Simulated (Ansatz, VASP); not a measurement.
# One calculation of Bi2Te2CO, two programs

The input INCAR:

```
PREC = Accurate
ENCUT = 520
EDIFF = 1E-7
ISMEAR = 0
SIGMA = 0.1
LREAL = F
LASPH = T
NELM = 80
ALGO = Normal
ISIF = 2
LWAVE = F
LCHARG = F
LDIPOL = T
IDIPOL = 3
DIPOL = 0.5 0.5 0.320
GGA = PE
NBANDS = 35
```

Contents of KPOINTS:

```
Automatic mesh
0
Gamma
  6 6 1
```

POSCAR

```
Bi2Te2CO
1.0
    4.5978826485      0.0000000000      0.0000000000
    0.0000000000      4.5978826485      0.0000000000
    0.0000000000      0.0000000000     20.9910347787
Bi Te C O
2 2 1 1
Direct
    0.5000000000      0.5000000000      0.1905575424
    0.0000000000      0.0000000000      0.3330486016
    0.0000000000      0.0000000000      0.1905575424
    0.5000000000      0.5000000000      0.3312994782
    0.7500000000      0.2500000000      0.4097480124
    0.6847025326      0.2500000000      0.4631267034
```

Input for Ansatz:

```yaml
crystal:
  lattice:
    - [4.5978826485, 0.0, 0.0]
    - [0.0, 4.5978826485, 0.0]
    - [0.0, 0.0, 20.9910347787]
  atoms:
    - { symbol: Bi, position: [0.5, 0.5, 0.1905575424] }
    - { symbol: Te, position: [0.0, 0.0, 0.1905575424] }
    - { symbol: Bi, position: [0.0, 0.0, 0.3330486016] }
    - { symbol: Te, position: [0.5, 0.5, 0.3312994782] }
    - { symbol: C, position: [0.75, 0.25, 0.4097480124] }
    - { symbol: O, position: [0.6847025326, 0.25, 0.4631267034] }
basis:
  ecutwfc: 420
kpoints:
  mp_grid: { grid: [6, 6, 1] }
hamiltonian:
  xc: pbe
scf:
  occupations: { method: gaussian, width: 0.1 }
output:
  forces: true
  eigenvalues: true
efield:
  axis: 3
  dipole_correction: true
  ramp_width: 0.04
```

Alike in both runs: task single point; functional PBE; k mesh 6 × 6 × 1; occupations gaussian, width 0.1 eV; no spin polarisation.

```csv
,VASP,Ansatz
version,VASP 6.6.1,Ansatz 0.2.0
potentials or method,"VASP PAW PBE potentials, release 64 (Bi_d, Te, C, O), cutoff 520 eV","scalar-relativistic, plane waves, PAW"
valence electrons in the cell,52,72
```

```csv
,VASP,Ansatz,Ansatz less VASP
gap on the k mesh at the Fermi level (eV),none,none,-
rms of the force components (eV/Å),0.645,0.590,-0.0546
```

A gap of «none» marks a metal or a gap that the smearing closes. VASP's potentials hold 52 valence electrons a cell and Ansatz's 72, so a difference there can come from the potentials and not from the codes.

Spin-orbit coupling is off throughout. Noted on VASP's run: the standard files for N, O and F lose accuracy on very short bonds.
